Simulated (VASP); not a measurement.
Runs of VASP 6.6.1 on LaHg2. The structure is trigonal, space group P-3m1 (No. 164). The conventional cell has a = 4.960 Å, b = 4.960 Å, c = 3.650 Å, α = 90.00°, β = 90.00°, γ = 120.00°. Within 4.3 Å of La (site symmetry -3m) lie 12 Hg at 3.30 to 3.50 Å and 2 La at 3.65 Å. Within 3.8 Å of Hg (site symmetry 3m) lie 5 Hg at 2.89 to 3.65 Å and 6 La at 3.30 to 3.50 Å. 

| potentials or basis | k mesh | cutoff (eV) | second run | gap on the mesh (eV) | pressure (GPa) | largest force (eV/Å) |
| --- | --- | --- | --- | --- | --- | --- |
| VASP PAW LDA potentials, release 64 (La, Hg) | 3 × 3 × 3 | 520 | - | none | (a) | 0.15 |
| VASP PAW LDA potentials, release 64 (La, Hg) | 2 × 2 × 2 | 520 | - | none | -3.3 | 0.02 |
| VASP PAW LDA potentials, release 64 (La, Hg_sv_GW) | 4 × 4 × 5 | 500 | valence_matched | none | -3.8 | 0.23 |
| VASP PAW LDA potentials, release 64 (La, Hg_sv_GW) | 5 × 5 × 6 | 500 | valence_matched | none | -3.5 | (b) |
| VASP PAW LDA potentials, release 64 (La, Hg_sv_GW) | 3 × 3 × 3 | 500 | valence_matched | none | -2.8 | 0.16 |

Alike in all rows: task single point; level LDA; no spin polarisation; cell as given; smearing fermi-dirac 0.15 eV.

Question: Estimate the missing entries.

Answer: (a) -1.7; (b) 0.26.

Caveats: some runs use coarse meshes; spin-orbit coupling is left out, which moves the levels of the heavy elements.

A k mesh can miss the band edges, and the runs leave out spin-orbit coupling on Hg, La.

A gap of «none» marks levels without a gap at the run's occupations.

The runs don't all hold the same shells in valence.
